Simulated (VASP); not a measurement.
# InAg2 (P6/mmm) in VASP: further runs

Runs on InAg2. Level: PBE. Tasks: single point, relaxation of cell and atoms.

Program: VASP 6.6.1. These are calculated values, not measurements. Logs are shortened: lines on timing, memory, paths and dates and some standing lists are left out, and cuts for length are marked.

### 1 The cell of the first run

The structure is hexagonal, space group P6/mmm (No. 191). The conventional cell has a = 4.872 Å, b = 4.872 Å, c = 2.970 Å, α = 90.00°, β = 90.00°, γ = 120.00°. Within 3.9 Å of In (site symmetry 6/mmm) lie 2 In at 2.97 Å and 12 Ag at 3.18 Å. Ag (site symmetry -6m2) has 5 Ag at 2.81 to 2.97 Å and 6 In at 3.18 Å within 3.7 Å.

### 2 Single point, PBE

INCAR reads:

```
SYSTEM = InAg2
  PREC = Accurate
  ENCUT = 520
  EDIFF = 1E-6
  ISMEAR = 0
  SIGMA = 0.1
  LREAL = .FALSE.
  LASPH = .TRUE.
  NELM = 80
  ALGO = Normal
  ISIF = 2
  LWAVE = .FALSE.
  LCHARG = .FALSE.
  GGA = PE
  NBANDS = 24
```

KPOINTS reads:

```
Automatic mesh
0
G
  6 6 4
  0 0 0
```

POSCAR reads:

```
InAg2
1.0
    4.8718055538      0.0000000000      0.0000000000
   -2.4359027769      4.2191073719      0.0000000000
    0.0000000000      0.0000000000      2.9700577175
In Ag
1 2
Direct
    0.0000000000      0.0000000000      0.0000000000
    0.3333333333      0.6666666667      0.5000000000
    0.6666666667      0.3333333333      0.5000000000
```

Potentials or basis: VASP PAW PBE potentials, release 64 (In_d, Ag).

Run with:

```bash
$ cat potpaw_PBE.64/In_d/POTCAR potpaw_PBE.64/Ag/POTCAR > POTCAR
$ mpirun -np 1 vasp_std > vasp.out
```

OUTCAR:

```text
SYSTEM = InAg2
   PREC = Accurate
   ENCUT = 520
   EDIFF = 1E-6
   ISMEAR = 0
   LREAL = .FALSE.
   LASPH = .TRUE.
   NELM = 80
   ISIF = 2
   GGA = PE

 ion  position               nearest neighbor table
   1  0.000  0.000  0.000-   2 3.18   3 3.18   2 3.18   3 3.18   3 3.18   3 3.18   2 3.18   2 3.18
                             3 3.18   3 3.18   2 3.18   2 3.18
   2  0.333  0.667  0.500-   3 2.81   3 2.81   3 2.81   1 3.18   1 3.18   1 3.18   1 3.18   1 3.18
                             1 3.18
   3  0.667  0.333  0.500-   2 2.81   2 2.81   2 2.81   1 3.18   1 3.18   1 3.18   1 3.18   1 3.18
                             1 3.18

  LATTYP: Found a hexagonal cell.
 ALAT       =     4.8718055538
 C/A-ratio  =     0.6096420895

  Lattice vectors:

 A1 = (   4.8718055538,   0.0000000000,   0.0000000000)
 A2 = (  -2.4359027769,   4.2191073719,   0.0000000000)
 A3 = (   0.0000000000,   0.0000000000,   2.9700577175)

Analysis of symmetry for initial positions (statically):
=====================================================================
 Subroutine PRICEL returns:
 Original cell was already a primitive cell.

 Routine SETGRP: Setting up the symmetry group for a
 hexagonal supercell.

 Subroutine GETGRP returns: Found 24 space group operations
 (whereof 24 operations were pure point group operations)
 out of a pool of 24 trial point group operations.

The static configuration has the point symmetry D_6h.

Analysis of symmetry for dynamics (positions and initial velocities):
=====================================================================
 Subroutine PRICEL returns:
 Original cell was already a primitive cell.

 Routine SETGRP: Setting up the symmetry group for a
 hexagonal supercell.

 Subroutine GETGRP returns: Found 24 space group operations
 (whereof 24 operations were pure point group operations)
 out of a pool of 24 trial point group operations.

The dynamic configuration has the point symmetry D_6h.

 Subroutine INISYM returns: Found 24 space group operations
 (whereof 24 operations are pure point group operations),
 and found     1 'primitive' translations

----------------------------------------------------------------------------------------

                                     Primitive cell

  volume of cell :      61.0486

  direct lattice vectors                    reciprocal lattice vectors
     4.871805554  0.000000000  0.000000000     0.205262708  0.118508480  0.000000000
    -2.435902777  4.219107372  0.000000000     0.000000000  0.237016959  0.000000000
     0.000000000  0.000000000  2.970057718     0.000000000  0.000000000  0.336693794

  length of vectors
     4.871805554  4.871805554  2.970057718     0.237016959  0.237016959  0.336693794

  position of ions in fractional coordinates (direct lattice)
     0.000000000  0.000000000  0.000000000
     0.333333333  0.666666667  0.500000000
     0.666666667  0.333333333  0.500000000

  ion indices of the primitive-cell ions
   primitive index   ion index
                 1           1
                 2           2
                 3           3

----------------------------------------------------------------------------------------

 KPOINTS: Automatic mesh

Automatic generation of k-mesh.
 Grid dimensions read from file:
 generate k-points for:    6    6    4

 Generating k-lattice:

  Cartesian coordinates                     Fractional coordinates (reciprocal lattice)
     0.034210451  0.019751413  0.000000000     0.166666667  0.000000000  0.000000000
     0.000000000  0.039502827  0.000000000     0.000000000  0.166666667  0.000000000
     0.000000000  0.000000000  0.084173448     0.000000000  0.000000000  0.250000000

  Length of vectors
     0.039502827  0.039502827  0.084173448

  Shift w.r.t. Gamma in fractional coordinates (k-lattice)
     0.000000000  0.000000000  0.000000000

 Subroutine IBZKPT returns following result:
 ===========================================

 Found     21 irreducible k-points:

 Following reciprocal coordinates:
            Coordinates               Weight
  0.000000  0.000000  0.000000      1.000000
  0.166667  0.000000  0.000000      6.000000
  0.333333  0.000000  0.000000      6.000000
  0.500000  0.000000  0.000000      3.000000
  0.166667  0.166667  0.000000      6.000000
  0.333333  0.166667  0.000000     12.000000
[... 13 lines left out ...]
  0.333333  0.166667  0.500000     12.000000
  0.333333  0.333333  0.500000      2.000000
   k-points           NKPTS =     21   k-points in BZ     NKDIM =     21   number of bands    NBANDS=     24
   number of dos      NEDOS =    301   number of ions     NIONS =      3
   total plane-waves  NPLWV =  31104
   dimension x,y,z NGX =    36 NGY =   36 NGZ =   24
   dimension x,y,z NGXF=    72 NGYF=   72 NGZF=   48
   ions per type =               1   2
   NGX,Y,Z   is equivalent  to a cutoff of  12.28, 12.28, 13.43 a.u.
   NGXF,Y,Z  is equivalent  to a cutoff of  24.57, 24.57, 26.87 a.u.
 SYSTEM =  InAg2
   PREC   = accura    normal or accurate (medium, high low for compatibility)
   ISTART =      0    job   : 0-new  1-cont  2-samecut
   ICHARG =      2    charge: 1-file 2-atom 10-const
   ISPIN  =      1    spin polarized calculation?
   LNONCOLLINEAR =      F non collinear calculations
   LSORBIT =      F    spin-orbit coupling
   LASPH  =      T    aspherical Exc in radial PAW
   ENCUT  =  520.0 eV  38.22 Ry    6.18 a.u.   9.06  9.06  5.52*2*pi/ulx,y,z
   NELM   =     80;   NELMIN=  2; NELMDL= -5     # of ELM steps
   EDIFF  = 0.1E-05   stopping-criterion for ELM
   LREAL  =      F    real-space projection
   EDIFFG = 0.1E-04   stopping-criterion for IOM
   NSW    =      0    number of steps for IOM
   IBRION =     -1    ionic relax: 0-MD 1-quasi-New 2-CG
   NFREE  =      0    steps in history (QN), initial steepest desc. (CG)
   ISIF   =      2    stress and relaxation
   ISYM   =      2    0-nonsym 1-usesym 2-fastsym
   POTIM  = 0.5000    time-step for ionic-motion
   TEBEG  =    0.0;   TEEND  =   0.0 temperature during run
   PSTRESS=    0.0 pullay stress
   NELECT =      35.0000    total number of electrons
   NUPDOWN=      -1.0000    fix difference up-down
   EMIN   =  10.00;   EMAX   =-10.00  energy-range for DOS
   EFERMI =   0.00;   METHOD = LEGACY
   ISMEAR =     0;   SIGMA  =   0.10  broadening in eV -4-tet -1-fermi 0-gaus
   EFERMI_NEDOS =   21; number of points for ismear=-14 and -15
   IALGO  =     38    algorithm
   IMIX   =      4    mixing-type and parameters
     AMIX     =   0.40;   BMIX     =  1.00
     AMIX_MAG =   1.60;   BMIX_MAG =  1.00
  volume/ion in A,a.u.               =      20.35       137.33
  Fermi-wavevector in a.u.,A,eV,Ry     =   1.360000  2.570028 25.165351  1.849601
  Thomas-Fermi vector in A             =   2.486700
   LORBIT       =      0    0 simple, 1 ext, 2 COOP (PROOUT), +10 PAW based schemes
   GGA     = PE    functional components
   LHFCALC =     F    Hartree Fock is set to
   AEXX    =    0.0000 exact exchange contribution
   IVDW    =     0    specifies the selected vdW correction
   LEPSILON=     F    determine dielectric tensor
   LRPA    =     F    only Hartree local field effects (RPA)
 non-spin polarized calculation
 Gauss-broadening in eV      SIGMA  =   0.10
  energy-cutoff  :      520.00
  volume of cell :       61.05
 maximum number of plane-waves:      1661
   NGX = 19   NGY = 19   NGZ = 11

 number of electron      35.0000025 magnetization

 Free energy of the ion-electron system (eV)
  ---------------------------------------------------
  ext. energy  EPLUGINS =         0.00000000
  ---------------------------------------------------
  free energy    TOTEN  =        -8.00124498 eV

  energy without entropy =       -7.99656268  energy(sigma->0) =       -7.99890383

 E-fermi :   8.1618     XC(G=0): -11.3081

 val. band max:        7.9803538968   @ k =   0.1667   0.0000   0.2500
 cond. band min:       8.2028630607   @ k =   0.5000   0.0000   0.2500
 fundamental gap:      0.2225091639
 Fermi energy:         8.1617609026

 k-point     1 :       0.0000    0.0000    0.0000
  band No.  band energies     occupation
      1      -6.9671      2.00000
      2      -6.5626      2.00000
      3      -6.5626      2.00000
      4      -6.3903      2.00000
      5      -6.3903      2.00000
      6      -0.8422      2.00000
[... 16 lines left out ...]
     23      16.3925      0.00000
     24      21.2786      0.00000

 k-point     2 :       0.1667    0.0000    0.0000
  band No.  band energies     occupation
      1      -6.9658      2.00000
      2      -6.5656      2.00000
      3      -6.5599      2.00000
      4      -6.3906      2.00000
      5      -6.3903      2.00000
      6      -0.6029      2.00000
[... 16 lines left out ...]
     23      16.7535      0.00000
     24      21.2019      0.00000

 k-point     3 :       0.3333    0.0000    0.0000
  band No.  band energies     occupation
      1      -6.9632      2.00000
      2      -6.5719      2.00000
      3      -6.5545      2.00000
      4      -6.3914      2.00000
      5      -6.3903      2.00000
      6       0.0210      2.00000
[... 16 lines left out ...]
     23      17.7078      0.00000
     24      19.6192      0.00000

 k-point     4 :       0.5000    0.0000    0.0000
  band No.  band energies     occupation
      1      -6.9620      2.00000
      2      -6.5753      2.00000
      3      -6.5517      2.00000
      4      -6.3918      2.00000
      5      -6.3903      2.00000
      6       0.4813      2.00000
[... 16 lines left out ...]
     23      17.0938      0.00000
     24      18.5222      0.00000

 k-point     5 :       0.1667    0.1667    0.0000
  band No.  band energies     occupation
      1      -6.9639      2.00000
      2      -6.5688      2.00000
      3      -6.5574      2.00000
      4      -6.3911      2.00000
      5      -6.3904      2.00000
      6      -0.1692      2.00000
[... 16 lines left out ...]
     23      17.4124      0.00000
     24      19.5307      0.00000

 k-point     6 :       0.3333    0.1667    0.0000
  band No.  band energies     occupation
      1      -6.9619      2.00000
      2      -6.5714      2.00000
      3      -6.5560      2.00000
      4      -6.3915      2.00000
      5      -6.3905      2.00000
      6       0.3989      2.00000
[... 16 lines left out ...]
     23      18.3940      0.00000
     24      18.7504      0.00000
[... 298 lines left out ...]
 k-point    18 :       0.5000    0.0000    0.5000
  band No.  band energies     occupation
      1      -6.7315      2.00000
      2      -6.7183      2.00000
      3      -6.5153      2.00000
      4      -6.5085      2.00000
      5      -6.2268      2.00000
      6       2.0417      2.00000
[... 16 lines left out ...]
     23      12.8736      0.00000
     24      18.4789      0.00000

 k-point    19 :       0.1667    0.1667    0.5000
  band No.  band energies     occupation
      1      -6.7278      2.00000
      2      -6.7206      2.00000
      3      -6.5190      2.00000
      4      -6.5159      2.00000
      5      -6.2294      2.00000
      6       2.1551      2.00000
[... 16 lines left out ...]
     23      14.1209      0.00000
     24      16.0794      0.00000

 k-point    20 :       0.3333    0.1667    0.5000
  band No.  band energies     occupation
      1      -6.7292      2.00000
      2      -6.7203      2.00000
      3      -6.5140      2.00000
      4      -6.5097      2.00000
      5      -6.2269      2.00000
      6       1.9204      2.00000
[... 16 lines left out ...]
     23      14.5831      0.00000
     24      17.2399      0.00000

 k-point    21 :       0.3333    0.3333    0.5000
  band No.  band energies     occupation
      1      -6.7248      2.00000
      2      -6.7248      2.00000
      3      -6.5099      2.00000
      4      -6.5099      2.00000
      5      -6.2262      2.00000
      6       1.8073      2.00000
[... 16 lines left out ...]
     23      16.0463      0.00000
     24      16.1455      0.00000

------------------------ aborting loop because EDIFF is reached ----------------------------------------

  FORCE on cell =-STRESS in cart. coord.  units (eV):
  Direction    XX          YY          ZZ          XY          YZ          ZX
  --------------------------------------------------------------------------------------
  -------------------------------------------------------------------------------------
  Total       -0.0446018     -0.0446018     -0.0766017      0.0000000      0.0000000     -0.0000000
  in kB       -1.1705431     -1.1705431     -2.0103595      0.0000000      0.0000000     -0.0000000
  external PRESSURE =      -1.4504819 kB  Pullay stress =       0.0000000 kB

 VOLUME and BASIS-vectors are now :
 -----------------------------------------------------------------------------
  energy-cutoff  :      520.00
  volume of cell :       61.05
      direct lattice vectors                 reciprocal lattice vectors
     4.871805554  0.000000000  0.000000000     0.205262708  0.118508480  0.000000000
    -2.435902777  4.219107372  0.000000000     0.000000000  0.237016959  0.000000000
     0.000000000  0.000000000  2.970057718     0.000000000  0.000000000  0.336693794

 POSITION                                       TOTAL-FORCE (eV/Angst)
 -----------------------------------------------------------------------------------
      0.00000      0.00000      0.00000        -0.000000      0.000000     -0.000000
     -0.00000      2.81274      1.48503         0.000000      0.000000      0.000000
      2.43590      1.40637      1.48503         0.000000      0.000000     -0.000000
 -----------------------------------------------------------------------------------
    total drift:                                0.000000      0.000000     -0.000000

  FREE ENERGIE OF THE ION-ELECTRON SYSTEM (eV)
  ---------------------------------------------------
  free  energy   TOTEN  =        -8.0012449760 eV

  energy  without entropy=       -7.9965626762  energy(sigma->0) =       -7.99890383
```

Wall time 9.8 s (1 thread of Intel Xeon 6975P-C (Granite Rapids), shared host); peak memory 0.18 GiB.

Results:

```
Free energy : -8.0012 eV
Pressure    : -0.1 GPa
```

Stress tensor (GPa, compression positive):
```
-0.12  0.00  0.00
 0.00 -0.12  0.00
 0.00  0.00 -0.20
```

Caveat: the k points lie up to 0.53 Å⁻¹ apart; spin-orbit coupling is left out, which moves the levels of the heavy elements.

### 3 Relaxation of cell and atoms, PBE

This run uses another cell than the first one, of 19.79 Å³/atom, 0.973 times its volume.

INCAR reads:

```
PREC = Accurate
ENCUT = 600
EDIFF = 1E-6
ISMEAR = 0
SIGMA = 0.1
LREAL = False
LASPH = True
NELM = 100
ALGO = Normal
ISIF = 3
LWAVE = False
LCHARG = False
GGA = PE
IBRION = 2
NSW = 90
EDIFFG = -0.04
```

KPOINTS reads:

```
Automatic mesh
0
Gamma
  6 6 4
```

POSCAR reads:

```
InAg2
1.0
    3.9893887906      0.0000000000      0.0000000000
   -1.9946943953      3.4549120382      0.0000000000
    0.0000000000      0.0000000000      4.3074795912
In Ag
1 2
Direct
    0.0000000000      0.0000000000      0.0000000000
    0.3333333333      0.6666666667      0.5000000000
    0.6666666667      0.3333333333      0.5000000000
```

Potentials or basis: VASP PAW PBE potentials, release 64 (In_d, Ag).

Run with:

```bash
$ cat potpaw_PBE.64/In_d/POTCAR potpaw_PBE.64/Ag/POTCAR > POTCAR
$ mpirun -np 1 vasp_std > vasp.out
```

Run time: 1.8 min. Hardware: 1 thread of Intel Xeon 6975P-C (Granite Rapids), shared host; peak memory 0.21 GiB.

The run converged. Its results:

| Item | Value |
| --- | --- |
| Free energy | -7.9938 eV |
| Relaxed volume | 20.27 Å³/atom |
| Relaxed cell | a = 4.859 Å, b = 4.859 Å, c = 2.975 Å, α = 90.00°, β = 90.00°, γ = 120.00° |
| Space group after relaxing (to 0.05 Å) | P6/mmm (No. 191) |
| Energy gained by relaxing | 907.3 meV/atom |
| Ionic steps | 13 |
| Pressure after relaxing | 0.1 GPa |

Stress tensor (GPa, compression positive):
```
 0.28  0.00  0.00
 0.00  0.28  0.00
 0.00  0.00 -0.19
```

Step by step:
```
step  energy change (eV)  largest force (eV/Å)  pressure (GPa)  volume (Å³)
   1              0.0000                0.0000           28.35        59.37
   2             -1.4250                0.0000           -5.76        93.31
   3             -1.7885                0.0000           -1.56        77.60
   4             -1.7888                0.0000           -2.03        78.41
   5             -1.8923                0.0000           -1.89        75.80
   6             -2.2184                0.0000           -1.03        67.71
   7             -1.7765                0.0000           23.68        50.31
   8             -2.3185                0.0000           -1.03        65.55
   9             -2.6584                0.0000            3.60        58.09
  10             -2.7071                0.0000            1.84        59.33
  11             -2.7101                0.0000            2.09        59.12
  12             -2.7218                0.0000           -0.04        60.97
  13             -2.7219                0.0000            0.12        60.81
```

Final structure:
```xyz
3
Lattice="4.8586 0.0000 0.0000 -2.4293 4.2077 0.0000 0.0000 0.0000 2.9746" Properties=species:S:1:pos:R:3 pbc="T T T"
In    0.0000    0.0000    0.0000
Ag    0.0000    2.8051    1.4873
Ag    2.4293    1.4026    1.4873
```

Levels at points of the mesh, in eV from the Fermi level:
```csv
k point,band 14,band 15,band 16,band 17,band 18,band 19,band 20,band 21
"(0.00, 0.00, 0.00)",-4.50,-3.91,-3.91,0.23,1.58,1.58,2.28,2.28
"(0.50, 0.00, 0.00)",-4.06,-4.02,-3.85,-3.56,-1.85,0.68,7.90,8.46
"(0.00, 0.00, 0.50)",-4.65,-4.26,-3.30,-1.95,4.16,4.41,4.41,4.75
"(0.50, 0.00, 0.50)",-3.94,-3.56,-1.77,-1.19,-0.60,0.83,3.36,3.48
```

Caveat: the k points lie up to 0.53 Å⁻¹ apart in the final cell; spin-orbit coupling is left out, which moves the levels of the heavy elements.
